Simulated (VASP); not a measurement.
## Al: single point with PBE+D3(BJ)

Crystal: Al.

```xyz
4
Lattice="2.9045 0.0000 0.0000 -1.4522 2.5154 0.0000 0.0000 0.0000 9.2354" Properties=species:S:1:pos:R:3 pbc="T T T"
Al    0.0000    0.0000    0.0000
Al    0.0000    1.6769    2.3088
Al    0.0000    0.0000    4.6177
Al    1.4522    0.8385    6.9265
```

This isn't the form of Al at room conditions, which is fcc.

```yaml
Program: VASP 6.6.1
Task: single point
Functional: PBE
Dispersion: D3(BJ)
Potentials_or_basis: VASP PAW PBE potentials, release 64 (Al)
Cutoff: 520 eV
k_mesh: 18 × 18 × 6
Occupations: gaussian, width 0.15 eV
Spin: no spin polarisation
```

* Pressure: -4.6 GPa
* Band gap on the k mesh: zero (bands 6 and 7 overlap by 5.80 eV)
* Dispersion energy per atom: -0.329 eV

Stress tensor (GPa, compression positive):
```
-5.40  0.00  0.00
 0.00 -5.40  0.00
 0.00  0.00 -3.04
```

Levels at points of the mesh, in eV from the Fermi level:
| k point | band 2 | band 3 | band 4 | band 5 | band 6 | band 7 | band 8 | band 9 | band 10 | band 11 |
| --- | --- | --- | --- | --- | --- | --- | --- | --- | --- | --- |
| (0.00, 0.00, 0.00) | -9.26 | -9.26 | -4.36 | -4.02 | 3.89 | 3.90 | 10.07 | 10.07 | 10.33 | 10.33 |
| (0.50, 0.00, 0.00) | -5.18 | -3.90 | -3.79 | -3.39 | -3.24 | 0.87 | 1.35 | 1.50 | 1.77 | 5.18 |
| (0.00, 0.00, 0.50) | -10.55 | -7.13 | -7.13 | -0.49 | -0.49 | 8.82 | 8.82 | 10.38 | 10.38 | 10.38 |
| (0.50, 0.00, 0.50) | -4.92 | -4.77 | -4.77 | -1.81 | -1.81 | -1.16 | -1.16 | 4.76 | 4.76 | 4.86 |

Wall time 52 s on 1 thread of Intel(R) Xeon(R) 6975P-C (Granite Rapids) (shared host), peak memory 0.25 GiB.

Caveat: the cell stands under tension.
